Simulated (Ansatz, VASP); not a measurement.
## ZnS in VASP and in Ansatz

The input INCAR:

```
PREC = Accurate
ENCUT = 520
EDIFF = 1E-6
ISMEAR = 0
SIGMA = 0.05
LREAL = F
LASPH = T
NELM = 100
ALGO = Normal
ISIF = 2
LWAVE = F
LCHARG = F
GGA = PE
NBANDS = 26
```

File KPOINTS:

```
Automatic mesh
0
Gamma
  12 12 6
```

POSCAR

```
ZnS
1.0
    3.8109987816      0.0000000000      0.0000000000
   -1.9054993908      3.3004217586      0.0000000000
    0.0000000000      0.0000000000      6.2340000000
Zn S
2 2
Direct
    0.3333333333      0.6666666667      0.0000000000
    0.6666666667      0.3333333333      0.5000000000
    0.3787820702      0.7575641404      0.3850000000
    0.6666666667      0.3333333333      0.8850000000
```

Input for Ansatz:

```yaml
crystal:
  lattice:
    - [3.8109987816, 0.0, 0.0]
    - [-1.9054993908, 3.3004217586, 0.0]
    - [0.0, 0.0, 6.234]
  atoms:
    - { symbol: Zn, position: [0.3333333333, 0.6666666667, 0.0] }
    - { symbol: Zn, position: [0.6666666667, 0.3333333333, 0.5] }
    - { symbol: S, position: [0.3787820702, 0.7575641404, 0.385] }
    - { symbol: S, position: [0.6666666667, 0.3333333333, 0.885] }
basis:
  ecutwfc: 420
kpoints:
  mp_grid: { grid: [12, 12, 6] }
hamiltonian:
  xc: pbe
scf:
  occupations: { method: gaussian, width: 0.05 }
output:
  forces: true
  stress: true
  eigenvalues: true
  write_density: true
  write_potential: true
  elf: true
  volumetric_format: npy
```

Alike in both runs: task single point; functional PBE; k mesh 12 × 12 × 6; occupations gaussian, width 0.05 eV; no spin polarisation.

```csv
,VASP,Ansatz
version,VASP 6.6.1,Ansatz 0.2.0
potentials or method,"VASP PAW PBE potentials, release 64 (Zn, S), cutoff 520 eV","scalar-relativistic, plane waves, PAW"
valence electrons in the cell,36,36
```

Ansatz gave:

- gap on the k mesh at the Fermi level (eV): 2.15
- least direct gap on the mesh (eV): 2.15
- pressure (GPa): 4.8
- traceless stress, the component that is largest in VASP (GPa): 7.65
- rms of the force components (eV/Å): 1.518

Estimate VASP's values.

gap on the k mesh at the Fermi level (eV): 2.16; least direct gap on the mesh (eV): 2.16; pressure (GPa): 4.9; traceless stress, the component that is largest in VASP (GPa): 7.69; rms of the force components (eV/Å): 1.524.

Atom by atom the forces differ by 0.007 eV/Å (rms over components). With one functional, cell and mesh, what is left measures potentials, basis and numerics.
